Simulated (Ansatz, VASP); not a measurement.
**In in VASP and in Ansatz**

```
In
1.0
    -1.62547    1.62547    2.47370
     1.62547   -1.62547    2.47370
     1.62547    1.62547   -2.47370
In
1
Direct
  0.00000 0.00000 0.00000
```

Alike in both runs: task single point; functional B3LYP; k mesh 6 × 6 × 6; occupations fermi-dirac, width 0.05 eV; no spin polarisation.

|  | VASP | Ansatz |
| --- | --- | --- |
| version | VASP 6.6.1 | Ansatz 0.2.0 |
| potentials or method | VASP PAW PBE potentials, release 64 (In_d) | Ansatz PAW |
| plane-wave cutoff (eV) | 520 | 420 |
| valence electrons in the cell | 13 | 13 |

|  | VASP | Ansatz | Ansatz less VASP |
| --- | --- | --- | --- |
| gap on the k mesh at the Fermi level (eV) | none | none | - |
| pressure (GPa) | 4.1 | 4.1 | +0.01 |
| traceless stress, the component that is largest in VASP (GPa) | 1.85 | 1.85 | -0.003 |

VASP's potentials were made for PBE, not for B3LYP. A gap of «none» marks a metal or a gap that the smearing closes.

The k mesh is coarse, so the values compare programs but aren't converged.
